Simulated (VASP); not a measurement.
# Rb (I4/mmm) in VASP: a series of runs

The runs below take Rb through single point, with PBE.

All numbers are computed with VASP 6.6.1; they aren't measurements. Logs are shortened: lines on timing, memory, paths and dates and some standing lists are left out, and cuts for length are marked.

## Step 1: The cell of the first run

Symmetry: I4/mmm, No. 139, tetragonal system. The conventional cell has a = 5.444 Å, b = 5.444 Å, c = 5.696 Å, α = 90.00°, β = 90.00°, γ = 90.00°.

## Step 2: Single point, PBE (strain -0.030 along x and y, +0.015 along z)

INCAR

```
SYSTEM = Rb
ALGO = Fast
EDIFF = 1E-7
ENCUT = 520
GGA = PE
ISIF = 2
ISMEAR = 0
LASPH = .True.
LCHARG = .False.
LREAL = .False.
LWAVE = .False.
NBANDS = 10
NELM = 60
PREC = Accurate
SIGMA = 0.15
```

KPOINTS

```
k-points
0
Gamma
  12 12 12
  0 0 0
```

POSCAR

```
Rb
1.0
   -2.7218200000      2.7218200000      2.8480900000
    2.7218200000     -2.7218200000      2.8480900000
    2.7218200000      2.7218200000     -2.8480900000
Rb
1
Direct
    0.0000000000      0.0000000000      0.0000000000
```

Potentials or basis: VASP PAW PBE potentials, release 64 (Rb_sv).

Launch:

```console
$ cat potpaw_PBE.64/Rb_sv/POTCAR > POTCAR
$ mpirun -np 1 vasp_std > vasp.out
```

OUTCAR:

```text
SYSTEM = Rb
   EDIFF = 1E-7
   ENCUT = 520
   GGA = PE
   ISIF = 2
   ISMEAR = 0
   LASPH = .True.
   LREAL = .False.
   NELM = 60
   PREC = Accurate

 ion  position               nearest neighbor table
   1  0.000  0.000  0.000-

  LATTYP: Found a body centered tetragonal cell.
 ALAT       =     5.4436400000
 C/A-ratio  =     1.0463917526

  Lattice vectors:

 A1 = (  -2.7218200000,   2.7218200000,   2.8480900000)
 A2 = (   2.7218200000,  -2.7218200000,   2.8480900000)
 A3 = (   2.7218200000,   2.7218200000,  -2.8480900000)

Analysis of symmetry for initial positions (statically):
=====================================================================
 Subroutine PRICEL returns:
 Original cell was already a primitive cell.

 Routine SETGRP: Setting up the symmetry group for a
 body centered tetragonal supercell.

 Subroutine GETGRP returns: Found 16 space group operations
 (whereof 16 operations were pure point group operations)
 out of a pool of 16 trial point group operations.

The static configuration has the point symmetry D_4h.

Analysis of symmetry for dynamics (positions and initial velocities):
=====================================================================
 Subroutine PRICEL returns:
 Original cell was already a primitive cell.

 Routine SETGRP: Setting up the symmetry group for a
 body centered tetragonal supercell.

 Subroutine GETGRP returns: Found 16 space group operations
 (whereof 16 operations were pure point group operations)
 out of a pool of 16 trial point group operations.

The dynamic configuration has the point symmetry D_4h.

 Subroutine INISYM returns: Found 16 space group operations
 (whereof 16 operations are pure point group operations),
 and found     1 'primitive' translations

----------------------------------------------------------------------------------------

                                     Primitive cell

  volume of cell :      84.3981

  direct lattice vectors                    reciprocal lattice vectors
    -2.721820000  2.721820000  2.848090000     0.000000000  0.183700612  0.175556250
     2.721820000 -2.721820000  2.848090000     0.183700612  0.000000000  0.175556250
     2.721820000  2.721820000 -2.848090000     0.183700612  0.183700612  0.000000000

  length of vectors
     4.788342602  4.788342602  4.788342602     0.254098233  0.254098233  0.259791897

  position of ions in fractional coordinates (direct lattice)
     0.000000000  0.000000000  0.000000000

  ion indices of the primitive-cell ions
   primitive index   ion index
                 1           1

----------------------------------------------------------------------------------------

 KPOINTS: k-points

Automatic generation of k-mesh.
 Grid dimensions read from file:
 generate k-points for:   12   12   12

 Generating k-lattice:

  Cartesian coordinates                     Fractional coordinates (reciprocal lattice)
     0.000000000  0.015308384  0.014629687     0.083333333  0.000000000 -0.000000000
     0.015308384  0.000000000  0.014629687     0.000000000  0.083333333 -0.000000000
     0.015308384  0.015308384  0.000000000     0.000000000  0.000000000  0.083333333

  Length of vectors
     0.021174853  0.021174853  0.021649325

  Shift w.r.t. Gamma in fractional coordinates (k-lattice)
     0.000000000  0.000000000  0.000000000

 Subroutine IBZKPT returns following result:
 ===========================================

 Found    163 irreducible k-points:

 Following reciprocal coordinates:
            Coordinates               Weight
  0.000000  0.000000  0.000000      1.000000
  0.083333 -0.000000  0.000000      8.000000
  0.166667 -0.000000  0.000000      8.000000
  0.250000 -0.000000  0.000000      8.000000
  0.333333 -0.000000  0.000000      8.000000
  0.416667  0.000000 -0.000000      8.000000
[... 16 lines left out ...]
  0.500000  0.166667  0.000000     16.000000
 -0.416667  0.166667  0.000000     16.000000
 [... further k-points ...]
   k-points           NKPTS =    163   k-points in BZ     NKDIM =    163   number of bands    NBANDS=     10
   number of dos      NEDOS =    301   number of ions     NIONS =      1
   total plane-waves  NPLWV =  46656
   dimension x,y,z NGX =    36 NGY =   36 NGZ =   36
   dimension x,y,z NGXF=    72 NGYF=   72 NGZF=   72
   ions per type =               1
   NGX,Y,Z   is equivalent  to a cutoff of  12.50, 12.50, 12.50 a.u.
   NGXF,Y,Z  is equivalent  to a cutoff of  25.00, 25.00, 25.00 a.u.
 SYSTEM =  Rb
   PREC   = accura    normal or accurate (medium, high low for compatibility)
   ISTART =      0    job   : 0-new  1-cont  2-samecut
   ICHARG =      2    charge: 1-file 2-atom 10-const
   ISPIN  =      1    spin polarized calculation?
   LNONCOLLINEAR =      F non collinear calculations
   LSORBIT =      F    spin-orbit coupling
   LASPH  =      T    aspherical Exc in radial PAW
   ENCUT  =  520.0 eV  38.22 Ry    6.18 a.u.   8.90  8.90  8.90*2*pi/ulx,y,z
   NELM   =     60;   NELMIN=  2; NELMDL= -5     # of ELM steps
   EDIFF  = 0.1E-06   stopping-criterion for ELM
   LREAL  =      F    real-space projection
   EDIFFG = 0.1E-05   stopping-criterion for IOM
   NSW    =      0    number of steps for IOM
   IBRION =     -1    ionic relax: 0-MD 1-quasi-New 2-CG
   NFREE  =      0    steps in history (QN), initial steepest desc. (CG)
   ISIF   =      2    stress and relaxation
   ISYM   =      2    0-nonsym 1-usesym 2-fastsym
   POTIM  = 0.5000    time-step for ionic-motion
   TEBEG  =    0.0;   TEEND  =   0.0 temperature during run
   PSTRESS=    0.0 pullay stress
   NELECT =       9.0000    total number of electrons
   NUPDOWN=      -1.0000    fix difference up-down
   EMIN   =  10.00;   EMAX   =-10.00  energy-range for DOS
   EFERMI =   0.00;   METHOD = LEGACY
   ISMEAR =     0;   SIGMA  =   0.15  broadening in eV -4-tet -1-fermi 0-gaus
   EFERMI_NEDOS =   21; number of points for ismear=-14 and -15
   IALGO  =     68    algorithm
   IMIX   =      4    mixing-type and parameters
     AMIX     =   0.40;   BMIX     =  1.00
     AMIX_MAG =   1.60;   BMIX_MAG =  1.00
  volume/ion in A,a.u.               =      84.40       569.55
  Fermi-wavevector in a.u.,A,eV,Ry     =   0.776327  1.467046  8.200014  0.602684
  Thomas-Fermi vector in A             =   1.878782
   LORBIT       =      0    0 simple, 1 ext, 2 COOP (PROOUT), +10 PAW based schemes
   GGA     = PE    functional components
   LHFCALC =     F    Hartree Fock is set to
   AEXX    =    0.0000 exact exchange contribution
   IVDW    =     0    specifies the selected vdW correction
   LEPSILON=     F    determine dielectric tensor
   LRPA    =     F    only Hartree local field effects (RPA)
 non-spin polarized calculation
 RMM-DIIS sequential band-by-band and
 Gauss-broadening in eV      SIGMA  =   0.15
  energy-cutoff  :      520.00
  volume of cell :       84.40
 maximum number of plane-waves:      2310
   NGX = 17   NGY = 17   NGZ = 17

 number of electron       9.0000000 magnetization

 Free energy of the ion-electron system (eV)
  ---------------------------------------------------
  ext. energy  EPLUGINS =         0.00000000
  ---------------------------------------------------
  free energy    TOTEN  =        -0.93563538 eV

  energy without entropy =       -0.92460617  energy(sigma->0) =       -0.93012078

 E-fermi :   0.1858     XC(G=0):  -5.6510

 val. band max:        0.1844997396   @ k =   0.5000   0.3333   0.0833
 cond. band min:       0.1976947678   @ k =  -0.1667  -0.4167   0.1667
 fundamental gap:      0.0131950282
 Fermi energy:         0.1858092767

 k-point     1 :       0.0000    0.0000    0.0000
  band No.  band energies     occupation
      1     -28.6787      2.00000
      2     -12.7125      2.00000
      3     -12.7125      2.00000
      4     -12.7121      2.00000
      5      -1.8858      2.00000
      6       3.8646      0.00000
      7       3.8646      0.00000
      8       4.0988      0.00000
      9       4.7555      0.00000
     10       5.0861      0.00000

 k-point     2 :       0.0833   -0.0000    0.0000
  band No.  band energies     occupation
      1     -28.6783      2.00000
      2     -12.7209      2.00000
      3     -12.7151      2.00000
      4     -12.7122      2.00000
      5      -1.7990      2.00000
      6       3.7410      0.00000
      7       3.8194      0.00000
      8       4.1097      0.00000
      9       4.6127      0.00000
     10       5.0070      0.00000

 k-point     3 :       0.1667   -0.0000    0.0000
  band No.  band energies     occupation
      1     -28.6772      2.00000
      2     -12.7442      2.00000
      3     -12.7223      2.00000
      4     -12.7121      2.00000
      5      -1.5447      2.00000
      6       3.2793      0.00000
      7       3.5900      0.00000
      8       4.3182      0.00000
      9       4.5524      0.00000
     10       4.9132      0.00000

 k-point     4 :       0.2500   -0.0000    0.0000
  band No.  band energies     occupation
      1     -28.6757      2.00000
      2     -12.7755      2.00000
      3     -12.7320      2.00000
      4     -12.7120      2.00000
      5      -1.1413      2.00000
      6       2.6528      0.00000
      7       3.3090      0.00000
      8       4.6504      0.00000
      9       4.7129      0.00000
     10       4.8951      0.00000

 k-point     5 :       0.3333   -0.0000    0.0000
  band No.  band energies     occupation
      1     -28.6742      2.00000
      2     -12.8063      2.00000
      3     -12.7418      2.00000
      4     -12.7118      2.00000
      5      -0.6202      2.00000
      6       2.0203      0.00000
      7       3.0745      0.00000
      8       4.6910      0.00000
      9       5.0023      0.00000
     10       5.2571      0.00000

 k-point     6 :       0.4167    0.0000   -0.0000
  band No.  band energies     occupation
      1     -28.6731      2.00000
      2     -12.8286      2.00000
      3     -12.7489      2.00000
      4     -12.7117      2.00000
      5      -0.0349      1.96256
      6       1.4097      0.00000
      7       2.9239      0.00000
      8       4.5936      0.00000
      9       5.2298      0.00000
     10       5.9359      0.00000
[... 183 lines left out ...]
 k-point    21 :       0.3333    0.1667    0.0000
  band No.  band energies     occupation
      1     -28.6727      2.00000
      2     -12.8202      2.00000
      3     -12.7592      2.00000
      4     -12.7209      2.00000
      5       0.1710      1.11114
      6       1.5317      0.00000
      7       2.5252      0.00000
      8       4.3982      0.00000
      9       5.1437      0.00000
     10       5.6229      0.00000

 k-point    22 :       0.4167    0.1667    0.0000
  band No.  band energies     occupation
      1     -28.6723      2.00000
      2     -12.8257      2.00000
      3     -12.7630      2.00000
      4     -12.7217      2.00000
      5       0.6630      0.00001
      6       1.0592      0.00000
      7       2.4745      0.00000
      8       4.2902      0.00000
      9       5.4041      0.00000
     10       5.5269      0.00000

 k-point    23 :       0.5000    0.1667    0.0000
  band No.  band energies     occupation
      1     -28.6726      2.00000
      2     -12.8213      2.00000
      3     -12.7587      2.00000
      4     -12.7221      2.00000
      5       0.2246      0.71471
      6       1.4774      0.00000
      7       2.5334      0.00000
      8       4.3860      0.00000
      9       5.1451      0.00000
     10       5.6757      0.00000

 k-point    24 :      -0.4167    0.1667    0.0000
  band No.  band energies     occupation
      1     -28.6736      2.00000
      2     -12.8074      2.00000
      3     -12.7479      2.00000
      4     -12.7221      2.00000
      5      -0.3627      2.00000
      6       2.0341      0.00000
      7       2.6840      0.00000
      8       4.5070      0.00000
      9       4.9738      0.00000
     10       5.5156      0.00000

 [... further k-points ...]
[... 5 lines left out ...]
  --------------------------------------------------------------------------------------
  -------------------------------------------------------------------------------------
  Total        0.1329884      0.1329884      0.1270034      0.0000000     -0.0000000      0.0000000
  in kB        2.5245954      2.5245954      2.4109782      0.0000000     -0.0000000      0.0000000
  external PRESSURE =       2.4867230 kB  Pullay stress =       0.0000000 kB

 VOLUME and BASIS-vectors are now :
 -----------------------------------------------------------------------------
  energy-cutoff  :      520.00
  volume of cell :       84.40
      direct lattice vectors                 reciprocal lattice vectors
    -2.721820000  2.721820000  2.848090000     0.000000000  0.183700612  0.175556250
     2.721820000 -2.721820000  2.848090000     0.183700612  0.000000000  0.175556250
     2.721820000  2.721820000 -2.848090000     0.183700612  0.183700612  0.000000000

 POSITION                                       TOTAL-FORCE (eV/Angst)
 -----------------------------------------------------------------------------------
      0.00000      0.00000      0.00000         0.000000     -0.000000     -0.000000
 -----------------------------------------------------------------------------------
    total drift:                               -0.000000      0.000000      0.000000

  FREE ENERGIE OF THE ION-ELECTRON SYSTEM (eV)
  ---------------------------------------------------
  free  energy   TOTEN  =        -0.9356353846 eV

  energy  without entropy=       -0.9246061681  energy(sigma->0) =       -0.93012078
```

It took 64 s on 1 thread of Intel Xeon 6975P-C (Granite Rapids), shared host; peak memory 0.28 GiB.

What came out:

```yaml
Free_energy: -0.9356 eV
Pressure: 0.2 GPa
```

Caveat: the cell differs from its parent crystal (strain -0.030 along x and y, +0.015 along z).

(Continued in part 2 of 2.)
